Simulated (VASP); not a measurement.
# YGaC2N2 (P-1) in VASP: single point with PBE

Aim: the single point of YGaC2N2 with PBE.

All numbers are computed with VASP 6.6.1; they aren't measurements. Logs are shortened: lines on timing, memory, paths and dates and some standing lists are left out, and cuts for length are marked.

### Step 1. The cell of the first run

The typed cell holds 6 atoms: a = 3.578 Å, b = 3.678 Å, c = 8.865 Å, α = 98.98°, β = 94.71°, γ = 109.89°.

### Step 2. Single point, PBE

INCAR

```
SYSTEM = YGaC2N2
  ALGO = Normal
  EDIFF = 1E-6
  ENCUT = 520
  GGA = PE
  ISIF = 2
  ISMEAR = 0
  LASPH = .True.
  LCHARG = .False.
  LREAL = .False.
  LWAVE = .False.
  NBANDS = 30
  NELM = 80
  PREC = Accurate
  SIGMA = 0.1
```

KPOINTS

```
k-points
0
Gamma
  6 6 2
  0 0 0
```

POSCAR

```
YGaC2N2
1.0
    3.5780186500      0.0000000000      0.0000000000
   -1.2514456200      3.4580307300      0.0000000000
   -0.7279227300     -1.7346086900      8.6632127800
Y Ga C N
1 1 2 2
Direct
    0.5000000000      0.5000000000      0.5000000000
    0.0000000000      0.0000000000      0.0000000000
    0.1796815800      0.1796815800      0.8203184200
    0.8203184200      0.8203184200      0.1796815800
    0.2905610300      0.2905610300      0.7094389700
    0.7094389700      0.7094389700      0.2905610300
```

Potentials or basis: VASP PAW PBE potentials, release 64 (Y_sv, Ga_d, C, N).

Command:

```sh
cat potpaw_PBE.64/Y_sv/POTCAR potpaw_PBE.64/Ga_d/POTCAR potpaw_PBE.64/C/POTCAR potpaw_PBE.64/N/POTCAR > POTCAR
mpirun -np 1 vasp_std > vasp.out
```

OUTCAR:

```text
SYSTEM = YGaC2N2
   EDIFF = 1E-6
   ENCUT = 520
   GGA = PE
   ISIF = 2
   ISMEAR = 0
   LASPH = .True.
   LREAL = .False.
   NELM = 80
   PREC = Accurate

 ion  position               nearest neighbor table
   1  0.500  0.500  0.500-   5 2.21   6 2.21
   2  0.000  0.000  0.000-   3 1.90   4 1.90
   3  0.180  0.180  0.820-   5 1.17   2 1.90
   4  0.820  0.820  0.180-   6 1.17   2 1.90
   5  0.291  0.291  0.709-   3 1.17   1 2.21
   6  0.709  0.709  0.291-   4 1.17   1 2.21

  LATTYP: Found a triclinic cell.
 ALAT       =     3.6775117497
 B/A-ratio  =     3.4502131560
 C/A-ratio  =     1.1333324492
 COS(alpha) =     0.0016876885
 COS(beta)  =     0.5902149102
 COS(gamma) =     0.5907901074

  Lattice vectors:

 A1 = (   1.2514456200,  -3.4580307300,   0.0000000000)
 A2 = (   7.6795601900,  -5.1926394200,   8.6632127800)
 A3 = (  -2.3265730300,  -3.4580307300,   0.0000000000)

Analysis of symmetry for initial positions (statically):
=====================================================================
 Subroutine PRICEL returns:
 Original cell was already a primitive cell.

 Routine SETGRP: Setting up the symmetry group for a
 triclinic supercell.

 Subroutine GETGRP returns: Found  2 space group operations
 (whereof  2 operations were pure point group operations)
 out of a pool of  2 trial point group operations.

The static configuration has the point symmetry S_2 .

Analysis of symmetry for dynamics (positions and initial velocities):
=====================================================================
 Subroutine PRICEL returns:
 Original cell was already a primitive cell.

 Routine SETGRP: Setting up the symmetry group for a
 triclinic supercell.

 Subroutine GETGRP returns: Found  2 space group operations
 (whereof  2 operations were pure point group operations)
 out of a pool of  2 trial point group operations.

The dynamic configuration has the point symmetry S_2 .

 Subroutine INISYM returns: Found  2 space group operations
 (whereof  2 operations are pure point group operations),
 and found     1 'primitive' translations

----------------------------------------------------------------------------------------

                                     Primitive cell

  volume of cell :     107.1891

  direct lattice vectors                    reciprocal lattice vectors
     3.578018650  0.000000000  0.000000000     0.279484289  0.101144095  0.043735321
    -1.251445620  3.458030730  0.000000000     0.000000000  0.289181930  0.057902016
    -0.727922730 -1.734608690  8.663212780     0.000000000  0.000000000  0.115430617

  length of vectors
     3.578018650  3.677511750  8.865099801     0.300423658  0.294921739  0.115430617

  position of ions in fractional coordinates (direct lattice)
     0.500000000  0.500000000  0.500000000
     0.000000000  0.000000000  0.000000000
     0.179681580  0.179681580  0.820318420
     0.820318420  0.820318420  0.179681580
     0.290561030  0.290561030  0.709438970
     0.709438970  0.709438970  0.290561030

  ion indices of the primitive-cell ions
   primitive index   ion index
                 1           1
                 2           2
                 3           3
                 4           4
                 5           5
                 6           6

----------------------------------------------------------------------------------------

 KPOINTS: k-points

Automatic generation of k-mesh.
 Grid dimensions read from file:
 generate k-points for:    6    6    2

 Generating k-lattice:

  Cartesian coordinates                     Fractional coordinates (reciprocal lattice)
     0.046580715  0.016857349  0.007289220     0.166666667  0.000000000  0.000000000
     0.000000000  0.048196988  0.009650336     0.000000000  0.166666667  0.000000000
     0.000000000  0.000000000  0.057715309     0.000000000  0.000000000  0.500000000

  Length of vectors
     0.050070610  0.049153623  0.057715309

  Shift w.r.t. Gamma in fractional coordinates (k-lattice)
     0.000000000  0.000000000  0.000000000

 Subroutine IBZKPT returns following result:
 ===========================================

 Found     40 irreducible k-points:

 Following reciprocal coordinates:
            Coordinates               Weight
  0.000000  0.000000  0.000000      1.000000
  0.166667  0.000000  0.000000      2.000000
  0.333333  0.000000  0.000000      2.000000
  0.500000  0.000000  0.000000      1.000000
  0.000000  0.166667  0.000000      2.000000
  0.166667  0.166667  0.000000      2.000000
[... 16 lines left out ...]
  0.333333  0.000000  0.500000      2.000000
  0.500000  0.000000  0.500000      1.000000
 [... further k-points ...]
   k-points           NKPTS =     40   k-points in BZ     NKDIM =     40   number of bands    NBANDS=     30
   number of dos      NEDOS =    301   number of ions     NIONS =      6
   total plane-waves  NPLWV =  54880
   dimension x,y,z NGX =    28 NGY =   28 NGZ =   70
   dimension x,y,z NGXF=    56 NGYF=   56 NGZF=  140
   ions per type =               1   1   2   2
   NGX,Y,Z   is equivalent  to a cutoff of  13.01, 12.66, 13.13 a.u.
   NGXF,Y,Z  is equivalent  to a cutoff of  26.02, 25.32, 26.25 a.u.
 SYSTEM =  YGaC2N2
   PREC   = accura    normal or accurate (medium, high low for compatibility)
   ISTART =      0    job   : 0-new  1-cont  2-samecut
   ICHARG =      2    charge: 1-file 2-atom 10-const
   ISPIN  =      1    spin polarized calculation?
   LNONCOLLINEAR =      F non collinear calculations
   LSORBIT =      F    spin-orbit coupling
   LASPH  =      T    aspherical Exc in radial PAW
   ENCUT  =  520.0 eV  38.22 Ry    6.18 a.u.   6.65  6.84 16.48*2*pi/ulx,y,z
   NELM   =     80;   NELMIN=  2; NELMDL= -5     # of ELM steps
   EDIFF  = 0.1E-05   stopping-criterion for ELM
   LREAL  =      F    real-space projection
   EDIFFG = 0.1E-04   stopping-criterion for IOM
   NSW    =      0    number of steps for IOM
   IBRION =     -1    ionic relax: 0-MD 1-quasi-New 2-CG
   NFREE  =      0    steps in history (QN), initial steepest desc. (CG)
   ISIF   =      2    stress and relaxation
   ISYM   =      2    0-nonsym 1-usesym 2-fastsym
   POTIM  = 0.5000    time-step for ionic-motion
   TEBEG  =    0.0;   TEEND  =   0.0 temperature during run
   PSTRESS=    0.0 pullay stress
   NELECT =      42.0000    total number of electrons
   NUPDOWN=      -1.0000    fix difference up-down
   EMIN   =  10.00;   EMAX   =-10.00  energy-range for DOS
   EFERMI =   0.00;   METHOD = LEGACY
   ISMEAR =     0;   SIGMA  =   0.10  broadening in eV -4-tet -1-fermi 0-gaus
   EFERMI_NEDOS =   21; number of points for ismear=-14 and -15
   IALGO  =     38    algorithm
   IMIX   =      4    mixing-type and parameters
     AMIX     =   0.40;   BMIX     =  1.00
     AMIX_MAG =   1.60;   BMIX_MAG =  1.00
  volume/ion in A,a.u.               =      17.86       120.56
  Fermi-wavevector in a.u.,A,eV,Ry     =   1.197957  2.263810 19.525724  1.435100
  Thomas-Fermi vector in A             =   2.333858
   LORBIT       =      0    0 simple, 1 ext, 2 COOP (PROOUT), +10 PAW based schemes
   GGA     = PE    functional components
   LHFCALC =     F    Hartree Fock is set to
   AEXX    =    0.0000 exact exchange contribution
   IVDW    =     0    specifies the selected vdW correction
   LEPSILON=     F    determine dielectric tensor
   LRPA    =     F    only Hartree local field effects (RPA)
 non-spin polarized calculation
 Gauss-broadening in eV      SIGMA  =   0.10
  energy-cutoff  :      520.00
  volume of cell :      107.19
 maximum number of plane-waves:      2904
 NGX is ok and might be reduce to    28
   NGX = 13   NGY = 13   NGZ = 33

 number of electron      42.0000005 magnetization

 Free energy of the ion-electron system (eV)
  ---------------------------------------------------
  ext. energy  EPLUGINS =         0.00000000
  ---------------------------------------------------
  free energy    TOTEN  =       -40.91745043 eV

  energy without entropy =      -40.90134248  energy(sigma->0) =      -40.90939645

 E-fermi :   3.2116     XC(G=0):  -9.1322

 val. band max:        3.1940201257   @ k =   0.1667   0.1667   0.0000
 cond. band min:       3.2255024546   @ k =   0.1667   0.3333   0.5000
 fundamental gap:      0.0314823289
 Fermi energy:         3.2116476613

 k-point     1 :       0.0000    0.0000    0.0000
  band No.  band energies     occupation
      1     -40.0374      2.00000
      2     -20.2686      2.00000
      3     -19.9972      2.00000
      4     -19.8709      2.00000
      5     -16.5679      2.00000
      6     -16.3371      2.00000
[... 22 lines left out ...]
     29       7.6404      0.00000
     30       7.7287      0.00000

 k-point     2 :       0.1667    0.0000    0.0000
  band No.  band energies     occupation
      1     -40.0311      2.00000
      2     -20.2517      2.00000
      3     -20.0361      2.00000
      4     -19.9212      2.00000
      5     -16.5304      2.00000
      6     -16.3211      2.00000
[... 22 lines left out ...]
     29       7.1762      0.00000
     30       8.2804      0.00000

 k-point     3 :       0.3333    0.0000    0.0000
  band No.  band energies     occupation
      1     -40.0186      2.00000
      2     -20.2179      2.00000
      3     -20.1719      2.00000
      4     -19.9583      2.00000
      5     -16.4573      2.00000
      6     -16.2868      2.00000
[... 22 lines left out ...]
     29       6.9159      0.00000
     30       8.6632      0.00000

 k-point     4 :       0.5000    0.0000    0.0000
  band No.  band energies     occupation
      1     -40.0124      2.00000
      2     -20.2482      2.00000
      3     -20.2005      2.00000
      4     -19.9663      2.00000
      5     -16.4220      2.00000
      6     -16.2682      2.00000
[... 22 lines left out ...]
     29       7.4132      0.00000
     30       8.4497      0.00000

 k-point     5 :       0.0000    0.1667    0.0000
  band No.  band energies     occupation
      1     -40.0327      2.00000
      2     -20.2530      2.00000
      3     -20.0542      2.00000
      4     -19.8884      2.00000
      5     -16.5341      2.00000
      6     -16.3254      2.00000
[... 22 lines left out ...]
     29       7.4307      0.00000
     30       8.1255      0.00000
[... 526 lines left out ...]
     29       7.0135      0.00000
     30       7.7519      0.00000

 k-point    22 :       0.1667    0.0000    0.5000
  band No.  band energies     occupation
      1     -40.0311      2.00000
      2     -20.2519      2.00000
      3     -20.0361      2.00000
      4     -19.9212      2.00000
      5     -16.5064      2.00000
      6     -16.3468      2.00000
[... 22 lines left out ...]
     29       7.1261      0.00000
     30       8.5120      0.00000

 k-point    23 :       0.3333    0.0000    0.5000
  band No.  band energies     occupation
      1     -40.0186      2.00000
      2     -20.2179      2.00000
      3     -20.1719      2.00000
      4     -19.9583      2.00000
      5     -16.4555      2.00000
      6     -16.2880      2.00000
[... 22 lines left out ...]
     29       7.3511      0.00000
     30       8.2116      0.00000

 k-point    24 :       0.5000    0.0000    0.5000
  band No.  band energies     occupation
      1     -40.0124      2.00000
      2     -20.2482      2.00000
      3     -20.2005      2.00000
      4     -19.9663      2.00000
      5     -16.4327      2.00000
      6     -16.2558      2.00000
[... 22 lines left out ...]
     29       7.4208      0.00000
     30       8.1776      0.00000

 [... further k-points ...]

------------------------ aborting loop because EDIFF is reached ----------------------------------------

  FORCE on cell =-STRESS in cart. coord.  units (eV):
  Direction    XX          YY          ZZ          XY          YZ          ZX
  --------------------------------------------------------------------------------------
  -------------------------------------------------------------------------------------
  Total       -1.3895336     -0.7811476      7.9445907      0.3710841     -3.7441818     -1.9849493
  in kB      -20.7696510    -11.6759777    118.7494705      5.5466718    -55.9650740    -29.6694549
  external PRESSURE =      28.7679473 kB  Pullay stress =       0.0000000 kB

 VOLUME and BASIS-vectors are now :
 -----------------------------------------------------------------------------
  energy-cutoff  :      520.00
  volume of cell :      107.19
      direct lattice vectors                 reciprocal lattice vectors
     3.578018650  0.000000000  0.000000000     0.279484289  0.101144095  0.043735321
    -1.251445620  3.458030730  0.000000000     0.000000000  0.289181930  0.057902016
    -0.727922730 -1.734608690  8.663212780     0.000000000  0.000000000  0.115430617

 POSITION                                       TOTAL-FORCE (eV/Angst)
 -----------------------------------------------------------------------------------
      0.79933      0.86171      4.33161         0.000000      0.000000      0.000000
      0.00000      0.00000      0.00000         0.000000      0.000000      0.000000
     -0.17909     -0.80159      7.10659        -1.420649     -2.373113      4.154227
      1.77774      2.52501      1.55662         1.420649      2.373113     -4.154227
      0.15959     -0.22583      6.14602         0.658104      1.024667     -2.956787
      1.43906      1.94925      2.51719        -0.658104     -1.024667      2.956787
 -----------------------------------------------------------------------------------
    total drift:                               -0.000000     -0.000000      0.000000

  FREE ENERGIE OF THE ION-ELECTRON SYSTEM (eV)
  ---------------------------------------------------
  free  energy   TOTEN  =       -40.9174504265 eV

  energy  without entropy=      -40.9013424756  energy(sigma->0) =      -40.90939645
```

Run time: 73 s. Hardware: 1 thread of Intel Xeon 6975P-C (Granite Rapids), shared host; peak memory 0.32 GiB.

What came out:

```
Free energy            : -40.9175 eV
Pressure               : 2.9 GPa
Largest force          : 4.991 eV/Å
Band gap on the k mesh : zero (bands 21 and 22 overlap by 0.25 eV)
```

Forces on the atoms (eV/Å):
```
Y    0.000  0.000  0.000
Ga   0.000  0.000  0.000
C   -1.421 -2.373  4.154
C    1.421  2.373 -4.154
N    0.658  1.025 -2.957
N   -0.658 -1.025  2.957
```

Stress tensor (GPa, compression positive):
```
-2.08  0.55 -2.97
 0.55 -1.17 -5.60
-2.97 -5.60 11.87
```

Caveat: the k points lie up to 0.36 Å⁻¹ apart; forces of over 1 eV/Å act on the atoms, so gaps and moduli don't describe the material at rest.
